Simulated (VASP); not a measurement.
# BaLi7F9 in VASP: notebook

Runs on BaLi7F9. Level: PBE. Tasks: single point.

All numbers are computed with VASP 6.6.1; they aren't measurements. Logs are shortened: lines on timing, memory, paths and dates and some standing lists are left out, and cuts for length are marked.

### Step 1. The cell of the first run

The cell holds an amorphous packing of atoms, 17 atoms: a = 5.603 Å, b = 5.754 Å, c = 5.541 Å, α = 91.46°, β = 90.77°, γ = 89.43°.

### Step 2. Single point, PBE

Contents of INCAR:

```
SYSTEM = BaLi7F9
  ALGO = Normal
  EDIFF = 1E-6
  ENCUT = 520
  GGA = PE
  ISIF = 2
  ISMEAR = -1
  ISYM = 0
  LASPH = .True.
  LCHARG = .False.
  LREAL = Auto
  LWAVE = .False.
  NBANDS = 61
  NELM = 80
  PREC = Accurate
  SIGMA = 0.05
```

Contents of KPOINTS:

```
k-points
0
Gamma
  1 1 1
  0 0 0
```

Contents of POSCAR:

```
BaLi7F9
1.0
    5.6029570000      0.0278370000     -0.0374620000
    0.0278370000      5.7534950000     -0.0718080000
   -0.0374620000     -0.0718080000      5.5402340000
Ba F Li
1 9 7
Direct
    0.8049743242      0.0216892032      0.6844612351
    0.6817781286      0.6341783521      0.4418119977
    0.0294124103      0.3848921000      0.5850117846
    0.2678391793      0.5216290005      0.2061286449
    0.7999589407      0.6652907003      0.9927191264
    0.3593680532      0.7706954907      0.7682344731
    0.5123160862      0.0985868444      0.2822423582
    0.4668721382      0.3015772135      0.8680134486
    0.0494779585      0.1464552802      0.0177980215
    0.0904991752      0.9182223539      0.3841904495
    0.1932126430      0.2278729968      0.3482844292
    0.9795553180      0.6624337351      0.2631331353
    0.5920141809      0.5575131812      0.7576342338
    0.5599660390      0.3983032196      0.1797342505
    0.1415044576      0.4425672742      0.9109800977
    0.3609737448      1.0089338857     -0.0074992639
    0.3898932383      0.7809915354      0.4212671560
```

Potentials or basis: VASP PAW PBE potentials, release 64 (Ba_sv, F, Li_sv).

On the command line:

```
> cat potpaw_PBE.64/Ba_sv/POTCAR potpaw_PBE.64/F/POTCAR potpaw_PBE.64/Li_sv/POTCAR > POTCAR
> mpirun -np 1 vasp_gam > vasp.out
```

OUTCAR:

```text
SYSTEM = BaLi7F9
   EDIFF = 1E-6
   ENCUT = 520
   GGA = PE
   ISIF = 2
   ISMEAR = -1
   ISYM = 0
   LASPH = .True.
   LREAL = Auto
   NELM = 80
   PREC = Accurate

 ion  position               nearest neighbor table
   1  0.805  0.022  0.684-  10 2.38   9 2.38   3 2.53   2 2.67   8 2.67   5 2.70   7 2.79   6 2.94
                            13 2.98  16 3.04  17 3.05  11 3.14  12 3.23  15 3.30  13 3.31  16 3.53
   2  0.682  0.634  0.442-  17 1.84  13 1.89  12 1.96  14 2.08   1 2.67
   3  0.029  0.385  0.585-  11 1.83  15 1.93   1 2.53
   4  0.268  0.522  0.206-  14 1.78  15 1.82  12 1.83  11 1.93  17 2.01
   5  0.800  0.665  0.993-  12 1.79  13 1.84   1 2.70
   6  0.359  0.771  0.768-  13 1.78  16 1.83  17 1.93   1 2.94
   7  0.512  0.099  0.282-  14 1.85  16 1.87  11 1.97  17 2.12   1 2.79
   8  0.467  0.302  0.868-  13 1.76  14 1.87  16 1.94  15 2.00   1 2.67
   9  0.049  0.146  0.018-  15 1.90  16 1.91  11 2.04   1 2.38
  10  0.090  0.918  0.384-  12 1.72  17 1.86  11 1.89   1 2.38
  11  0.193  0.228  0.348-   3 1.83  10 1.89   4 1.93   7 1.97   9 2.04  14 2.49  16 2.50   1 3.14

  12  0.980  0.662  0.263-  10 1.72   5 1.79   4 1.83   2 1.96  15 2.48  17 2.54   1 3.23
  13  0.592  0.558  0.758-   8 1.76   6 1.78   5 1.84   2 1.89  17 2.54  14 2.54   1 2.98   1 3.31

  14  0.560  0.398  0.180-   4 1.78   7 1.85   8 1.87   2 2.08  11 2.49  13 2.54
  15  0.142  0.443  0.911-   4 1.82   9 1.90   3 1.93   8 2.00  12 2.48   1 3.30
  16  0.361  0.009  0.993-   6 1.83   7 1.87   9 1.91   8 1.94  11 2.50   1 3.04   1 3.53
  17  0.390  0.781  0.421-   2 1.84  10 1.86   6 1.93   4 2.01   7 2.12  13 2.54  12 2.54   1 3.05

IMPORTANT INFORMATION: All symmetrisations will be switched off!
NOSYMM: (Re-)initialisation of all symmetry stuff for point group C_1.

----------------------------------------------------------------------------------------

                                     Primitive cell

  volume of cell :     178.5571

  direct lattice vectors                    reciprocal lattice vectors
     5.602957000  0.027837000 -0.037462000     0.178489399 -0.000848655  0.001195912
     0.027837000  5.753495000 -0.071808000    -0.000848655  0.173839554  0.002247428
    -0.037462000 -0.071808000  5.540234000     0.001195912  0.002247428  0.180535007

  length of vectors
     5.603151385  5.754010428  5.540825982     0.178495422  0.173856153  0.180552956

  position of ions in fractional coordinates (direct lattice)
     0.804974324  0.021689203  0.684461235
     0.681778129  0.634178352  0.441811998
     0.029412410  0.384892100  0.585011785
     0.267839179  0.521629000  0.206128645
     0.799958941  0.665290700  0.992719126
     0.359368053  0.770695491  0.768234473
     0.512316086  0.098586844  0.282242358
     0.466872138  0.301577214  0.868013449
     0.049477958  0.146455280  0.017798021
     0.090499175  0.918222354  0.384190449
     0.193212643  0.227872997  0.348284429
     0.979555318  0.662433735  0.263133135
     0.592014181  0.557513181  0.757634234
     0.559966039  0.398303220  0.179734250
     0.141504458  0.442567274  0.910980098
     0.360973745  0.008933886  0.992500736
     0.389893238  0.780991535  0.421267156

  ion indices of the primitive-cell ions
   primitive index   ion index
                 1           1
                 2           2
                 3           3
                 4           4
                 5           5
                 6           6
                 7           7
                 8           8
                 9           9
                10          10
                11          11
                12          12
                13          13
                14          14
                15          15
                16          16
                17          17

----------------------------------------------------------------------------------------

 KPOINTS: k-points

Automatic generation of k-mesh.
 Grid dimensions read from file:
 generate k-points for:    1    1    1

 Generating k-lattice:

  Cartesian coordinates                     Fractional coordinates (reciprocal lattice)
     0.178489399 -0.000848655  0.001195912     1.000000000  0.000000000  0.000000000
    -0.000848655  0.173839554  0.002247428     0.000000000  1.000000000  0.000000000
     0.001195912  0.002247428  0.180535007     0.000000000  0.000000000  1.000000000

  Length of vectors
     0.178495422  0.173856153  0.180552956

  Shift w.r.t. Gamma in fractional coordinates (k-lattice)
     0.000000000  0.000000000  0.000000000

 Subroutine IBZKPT returns following result:
 ===========================================

 Found      1 irreducible k-points:

 Following reciprocal coordinates:
            Coordinates               Weight
  0.000000  0.000000  0.000000      1.000000
   k-points           NKPTS =      1   k-points in BZ     NKDIM =      1   number of bands    NBANDS=     61
   number of dos      NEDOS =    301   number of ions     NIONS =     17
   total plane-waves  NPLWV =  84672
   dimension x,y,z NGX =    42 NGY =   48 NGZ =   42
   dimension x,y,z NGXF=    84 NGYF=   96 NGZF=   84
   ions per type =               1   9   7
   NGX,Y,Z   is equivalent  to a cutoff of  12.46, 13.87, 12.60 a.u.
   NGXF,Y,Z  is equivalent  to a cutoff of  24.92, 27.74, 25.20 a.u.
 SYSTEM =  BaLi7F9
   PREC   = accura    normal or accurate (medium, high low for compatibility)
   ISTART =      0    job   : 0-new  1-cont  2-samecut
   ICHARG =      2    charge: 1-file 2-atom 10-const
   ISPIN  =      1    spin polarized calculation?
   LNONCOLLINEAR =      F non collinear calculations
   LSORBIT =      F    spin-orbit coupling
   LASPH  =      T    aspherical Exc in radial PAW
   ENCUT  =  520.0 eV  38.22 Ry    6.18 a.u.  10.42 10.70 10.30*2*pi/ulx,y,z
   NELM   =     80;   NELMIN=  2; NELMDL= -5     # of ELM steps
   EDIFF  = 0.1E-05   stopping-criterion for ELM
   LREAL  =      T    real-space projection
   EDIFFG = 0.1E-04   stopping-criterion for IOM
   NSW    =      0    number of steps for IOM
   IBRION =     -1    ionic relax: 0-MD 1-quasi-New 2-CG
   NFREE  =      0    steps in history (QN), initial steepest desc. (CG)
   ISIF   =      2    stress and relaxation
   ISYM   =      0    0-nonsym 1-usesym 2-fastsym
   POTIM  = 0.5000    time-step for ionic-motion
   TEBEG  =    0.0;   TEEND  =   0.0 temperature during run
   PSTRESS=    0.0 pullay stress
   NELECT =      94.0000    total number of electrons
   NUPDOWN=      -1.0000    fix difference up-down
   EMIN   =  10.00;   EMAX   =-10.00  energy-range for DOS
   EFERMI =   0.00;   METHOD = LEGACY
   ISMEAR =    -1;   SIGMA  =   0.05  broadening in eV -4-tet -1-fermi 0-gaus
   EFERMI_NEDOS =   21; number of points for ismear=-14 and -15
   IALGO  =     38    algorithm
   IMIX   =      4    mixing-type and parameters
     AMIX     =   0.40;   BMIX     =  1.00
     AMIX_MAG =   1.60;   BMIX_MAG =  1.00
  volume/ion in A,a.u.               =      10.50        70.88
  Fermi-wavevector in a.u.,A,eV,Ry     =   1.321879  2.497989 23.774334  1.747364
  Thomas-Fermi vector in A             =   2.451601
   LORBIT       =      0    0 simple, 1 ext, 2 COOP (PROOUT), +10 PAW based schemes
   GGA     = PE    functional components
   LHFCALC =     F    Hartree Fock is set to
   AEXX    =    0.0000 exact exchange contribution
   IVDW    =     0    specifies the selected vdW correction
   LEPSILON=     F    determine dielectric tensor
   LRPA    =     F    only Hartree local field effects (RPA)
 non-spin polarized calculation
  energy-cutoff  :      520.00
  volume of cell :      178.56
 maximum number of plane-waves:      2402
 NGX is ok and might be reduce to    42
   NGX = 21   NGY = 21   NGZ = 21

 number of electron      94.0000001 magnetization

 Free energy of the ion-electron system (eV)
  ---------------------------------------------------
  ext. energy  EPLUGINS =         0.00000000
  ---------------------------------------------------
  free energy    TOTEN  =       -81.46925067 eV

  energy without entropy =      -81.46925067  energy(sigma->0) =      -81.46925067

 E-fermi :   0.2555     XC(G=0):  -9.3251

 val. band max:       -1.1038717783   @ k =   0.0000   0.0000   0.0000
 cond. band min:       6.0768600592   @ k =   0.0000   0.0000   0.0000
 fundamental gap:      7.1807318375
 Fermi energy:         0.2555277976

 k-point     1 :       0.0000    0.0000    0.0000
  band No.  band energies     occupation
      1     -42.8896      2.00000
      2     -42.8029      2.00000
      3     -42.6526      2.00000
      4     -42.4069      2.00000
      5     -42.3849      2.00000
      6     -42.3575      2.00000
      7     -42.0496      2.00000
      8     -24.4503      2.00000
      9     -21.5997      2.00000
     10     -21.3694      2.00000
     11     -21.2961      2.00000
     12     -21.1466      2.00000
     13     -21.0612      2.00000
     14     -20.9050      2.00000
     15     -20.7446      2.00000
     16     -20.6528      2.00000
     17     -20.2559      2.00000
     18      -9.7481      2.00000
     19      -9.6836      2.00000
     20      -9.6083      2.00000
     21      -4.1474      2.00000
     22      -3.9779      2.00000
     23      -3.8823      2.00000
     24      -3.6703      2.00000
     25      -3.5492      2.00000
     26      -3.4234      2.00000
     27      -3.3777      2.00000
     28      -3.3043      2.00000
     29      -3.2100      2.00000
     30      -3.1353      2.00000
     31      -2.8202      2.00000
     32      -2.7288      2.00000
     33      -2.5846      2.00000
     34      -2.4931      2.00000
     35      -2.3492      2.00000
     36      -2.2661      2.00000
     37      -2.1949      2.00000
     38      -2.1214      2.00000
     39      -2.0390      2.00000
     40      -1.9748      2.00000
     41      -1.8731      2.00000
     42      -1.7591      2.00000
     43      -1.6636      2.00000
     44      -1.4973      2.00000
     45      -1.4424      2.00000
     46      -1.2656      2.00000
     47      -1.1039      2.00000
     48       6.0769      0.00000
     49       7.1750      0.00000
     50       7.5742      0.00000
     51       8.6313      0.00000
     52       8.8099      0.00000
     53       9.1202      0.00000
     54       9.3267      0.00000
     55       9.7269      0.00000
     56      10.7376      0.00000
     57      11.0622      0.00000
     58      11.6948      0.00000
     59      11.7956      0.00000
 [bands above 59 left out]

------------------------ aborting loop because EDIFF is reached ----------------------------------------

  FORCE on cell =-STRESS in cart. coord.  units (eV):
  Direction    XX          YY          ZZ          XY          YZ          ZX
  --------------------------------------------------------------------------------------
  -------------------------------------------------------------------------------------
  Total       10.1592900      8.2177676     11.5329041      0.0746618      0.4569291     -0.6853584
  in kB       91.1584175     73.7373072    103.4837364      0.6699342      4.0999847     -6.1496605
  external PRESSURE =      89.4598204 kB  Pullay stress =       0.0000000 kB

 VOLUME and BASIS-vectors are now :
 -----------------------------------------------------------------------------
  energy-cutoff  :      520.00
  volume of cell :      178.56
      direct lattice vectors                 reciprocal lattice vectors
     5.602957000  0.027837000 -0.037462000     0.178489399 -0.000848655  0.001195912
     0.027837000  5.753495000 -0.071808000    -0.000848655  0.173839554  0.002247428
    -0.037462000 -0.071808000  5.540234000     0.001195912  0.002247428  0.180535007

 POSITION                                       TOTAL-FORCE (eV/Angst)
 -----------------------------------------------------------------------------------
      4.48520      0.09805      3.76036        -0.783470     -0.290917      0.194003
      3.82108      3.63599      2.37666        -0.507971     -0.325754     -0.032591
      0.15360      2.17328      3.21236         0.296520      0.011326      0.156742
      1.50749      2.99384      1.09451        -0.152554      0.467571      0.464939
      4.46347      3.77873      5.42216         0.238508     -0.517140     -0.393994
      2.00620      4.38903      4.18739        -0.123070      0.520076      0.008701
      2.86266      0.56121      1.53742        -0.060063     -0.231172      0.377373
      2.59174      1.68579      4.76985         0.382459     -0.421028     -0.502978
      0.28063      0.84273      0.08623         0.563169      0.618725      0.583758
      0.51823      5.25792      2.05918         0.992243      0.143767     -0.054187
      1.07586      1.29143      1.90598        -0.228796     -0.016501     -0.155207
      5.49699      3.81968      1.37355        -0.658024     -0.382791      0.347127
      3.30417      3.16973      4.13526         0.334410     -0.002676     -0.194540
      3.14182      2.29432      0.94619         0.642414      0.381042      0.124331
      0.77104      2.48483      5.00996        -0.020140      0.028845     -0.809745
      1.98559     -0.00982      5.48452        -0.547649      0.114690     -0.005906
      2.19051      4.47403      2.26323        -0.367986     -0.098061     -0.107825
 -----------------------------------------------------------------------------------
    total drift:                                0.007882     -0.009074      0.003153

  FREE ENERGIE OF THE ION-ELECTRON SYSTEM (eV)
  ---------------------------------------------------
  free  energy   TOTEN  =       -81.4692506723 eV

  energy  without entropy=      -81.4692506723  energy(sigma->0) =      -81.46925067
```

It took 15 s on 1 thread of Intel Xeon 6975P-C (Granite Rapids), shared host; peak memory 0.26 GiB.

Results:

| Item | Value |
| --- | --- |
| Free energy | -81.4693 eV |
| Largest force | 1.020 eV/Å |
| Band gap on the k mesh | 7.18 eV |

Forces on the atoms (eV/Å):
```
Ba  -0.783 -0.291  0.194
F   -0.508 -0.326 -0.033
F    0.297  0.011  0.157
F   -0.153  0.468  0.465
F    0.239 -0.517 -0.394
F   -0.123  0.520  0.009
F   -0.060 -0.231  0.377
F    0.382 -0.421 -0.503
F    0.563  0.619  0.584
F    0.992  0.144 -0.054
Li  -0.229 -0.017 -0.155
Li  -0.658 -0.383  0.347
Li   0.334 -0.003 -0.195
Li   0.642  0.381  0.124
Li  -0.020  0.029 -0.810
Li  -0.548  0.115 -0.006
Li  -0.368 -0.098 -0.108
```

Caveat: the k points lie up to 1.13 Å⁻¹ apart; the cutoff is under 1.25 times the usual one of these potentials, so pressure, stress and relaxed cells hold a basis-set (Pulay) error; spin-orbit coupling is left out, which moves the levels of the heavy elements.

### Step 3. Single point, PBE

Contents of INCAR:

```
ALGO     = Normal         # electronic algorithm
EDIFF    = 1E-7           # SCF threshold, eV
ENCUT    = 520            # plane-wave cutoff, eV
GGA      = PE             # functional
ISIF     = 2              # what is computed and relaxed
ISMEAR   = -1             # smearing method
ISYM     = 0            
LASPH    = True           # aspherical terms in the spheres
LCHARG   = False          # write CHGCAR
LREAL    = Auto         
LWAVE    = False          # write WAVECAR
NBANDS   = 61             # bands
NELM     = 60             # most SCF steps
PREC     = Accurate       # precision mode
SIGMA    = 0.05           # smearing width, eV
```

Contents of KPOINTS:

```
k-points
0
Gamma
  1 1 1
```

Contents of POSCAR:

```
BaLi7F9
1.0
    5.6029570000      0.0278370000     -0.0374620000
    0.0278370000      5.7534950000     -0.0718080000
   -0.0374620000     -0.0718080000      5.5402340000
Ba F Li
1 9 7
Direct
    0.7845453521      0.0137334536      0.6860063690
    0.6597182090      0.6460779171      0.4321613359
    0.0034738764      0.3974620103      0.5529104169
    0.2678707909      0.5386603146      0.2131816265
    0.7963635124      0.6246020178      0.9506316505
    0.3270939269      0.7640093646      0.7421369886
    0.4981659191      0.1129725208      0.2489733507
    0.4766390682      0.2976753452      0.8303505455
    0.0384886485      0.2005530826     -0.0155614045
    0.0881548347      0.9148559842      0.3699907684
    0.1763976283      0.2362453690      0.3332627314
    0.9657607881      0.6048420409      0.2987068467
    0.5838849594      0.5531069088      0.7236441636
    0.5672095099      0.3956702220      0.1577269281
    0.1225336954      0.4873429924      0.8549248069
    0.3097101434      1.0150840854     -0.0489693180
    0.3834233706      0.7915999831      0.3998565797
```

Potentials or basis: VASP PAW PBE potentials, release 64 (Ba_sv, F, Li_sv).

On the command line:

```
> cat potpaw_PBE.64/Ba_sv/POTCAR potpaw_PBE.64/F/POTCAR potpaw_PBE.64/Li_sv/POTCAR > POTCAR
> mpirun -np 1 vasp_gam > vasp.out
```

It took 17 s on 1 thread of Intel Xeon 6975P-C (Granite Rapids), shared host; peak memory 0.26 GiB.

Results (log left out):

```yaml
Free_energy: -81.5786 eV
Largest_force: 1.027 eV/Å
Band_gap_on_the_k_mesh: 7.28 eV
```

Forces on the atoms (eV/Å):
```
Ba   0.233 -0.157 -0.357
F    0.154 -0.225 -0.580
F    0.040 -0.435 -0.052
F    0.213 -0.285 -0.588
F    0.551  0.160  0.677
F    0.116  0.327  0.459
F   -0.050 -0.877  0.532
F   -0.638 -0.353 -0.144
F    0.445 -0.206  0.875
F   -0.303  0.491 -0.274
Li   0.188 -0.264 -0.457
Li  -0.219  0.656 -0.034
Li  -0.078 -0.012 -0.050
Li   0.005  0.719 -0.232
Li   0.077  0.087  0.155
Li  -0.090  0.381  0.485
Li  -0.644 -0.007 -0.415
```

Levels at points of the mesh, in eV from the valence-band top:
| k point | band 45 | band 46 | band 47 | band 48 | band 49 | band 50 |
| --- | --- | --- | --- | --- | --- | --- |
| (0.00, 0.00, 0.00) | -0.11 | -0.06 | 0.00 | 7.28 | 8.25 | 8.88 |

Caveat: the k points lie up to 1.13 Å⁻¹ apart; the cutoff is under 1.25 times the usual one of these potentials, so pressure, stress and relaxed cells hold a basis-set (Pulay) error; spin-orbit coupling is left out, which moves the levels of the heavy elements.
